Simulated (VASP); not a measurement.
Input of a VASP 6.6.1 run:

Contents of INCAR:

```
SYSTEM = ZnPtC6N6
  ALGO = Normal
  EDIFF = 1E-6
  ENCUT = 520
  GGA = PE
  ISIF = 2
  ISMEAR = -1
  LASPH = .TRUE.
  LCHARG = .TRUE.
  LELF = .TRUE.
  LREAL = .FALSE.
  LVHAR = .TRUE.
  LWAVE = .FALSE.
  NBANDS = 51
  NELM = 100
  PREC = Accurate
  SIGMA = 0.05
```

KPOINTS

```
k-points
0
G
  6 6 6
  0 0 0
```

The input POSCAR:

```
ZnPtC6N6
1.0
    0.0000000000      5.2610000000      5.2610000000
    5.2610000000      0.0000000000      5.2610000000
    5.2610000000      5.2610000000      0.0000000000
Zn Pt C N
1 1 6 6
Direct
    0.5000000000      0.5000000000      0.5000000000
    0.0000000000      0.0000000000      0.0000000000
    0.1902377818      0.1902377818      0.8097622182
    0.8097622182      0.8097622182      0.1902377818
    0.8097622182      0.1902377818      0.1902377818
    0.1902377818      0.8097622182      0.8097622182
    0.1902377818      0.8097622182      0.1902377818
    0.8097622182      0.1902377818      0.8097622182
    0.3000993168      0.3000993168      0.6999006832
    0.6999006832      0.6999006832      0.3000993168
    0.6999006832      0.3000993168      0.3000993168
    0.3000993168      0.6999006832      0.6999006832
    0.3000993168      0.6999006832      0.3000993168
    0.6999006832      0.3000993168      0.6999006832
```

Potentials or basis: VASP PAW PBE potentials, release 64 (Zn, Pt, C, N).

Run with:

```sh
$ cat potpaw_PBE.64/Zn/POTCAR potpaw_PBE.64/Pt/POTCAR potpaw_PBE.64/C/POTCAR potpaw_PBE.64/N/POTCAR > POTCAR
$ mpirun -np 1 vasp_std > vasp.out
```

(1) Estimate the band gap on the k mesh.

(2) Predict the pressure.

(3) What does it give for the largest force?

## Answers

(1) 4.98 eV (least direct gap 5.14 eV).

(2) 2.6 GPa.

(3) 0.491 eV/Å.

Caveat: spin-orbit coupling is left out, which moves the levels of the heavy elements.
